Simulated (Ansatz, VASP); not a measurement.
## Si2Mo in VASP and in Ansatz

```
CELL_PARAMETERS angstrom
-1.40869 1.40869 3.55390
1.40869 -1.40869 3.55390
1.40869 1.40869 -3.55390
ATOMIC_POSITIONS crystal
Mo 0.00000 0.00000 0.00000
Si 0.33127 0.33127 0.00000
Si 0.66873 0.66873 0.00000
```

Change from the starting cell: volume scaled by 0.72, PAW files.

Alike in both runs: task single point; functional LDA; k mesh 15 × 15 × 15; occupations fermi-dirac, width 0.05 eV; no spin polarisation.

|  | VASP | Ansatz |
| --- | --- | --- |
| version | VASP 6.6.1 | Ansatz 0.2.0 |
| potentials or method | VASP PAW LDA potentials, release 64 (Mo_sv, Si) | PAW with Ansatz's default frozen-core files, scalar-relativistic |
| plane-wave cutoff (eV) | 520 | 420 |
| valence electrons in the cell | 22 | 22 |

VASP gave:

- pressure (GPa): 150.2
- traceless stress, the component that is largest in VASP (GPa): 0.22
- rms of the force components (eV/Å): 0.014

Question: Estimate Ansatz's values.

Answer: Pressure (GPa): 148.1; traceless stress, the component that is largest in VASP (GPa): 0.02; rms of the force components (eV/Å): 0.000.

LDA's correlation is that of Perdew and Zunger in VASP and of Perdew and Wang (1992) in Ansatz. Atom by atom the forces differ by 0.014 eV/Å (rms over components). Both programs put the cell under a high pressure, so it lies far from rest at this level.

Noted on VASP's run: the cell as given lies far from equilibrium.
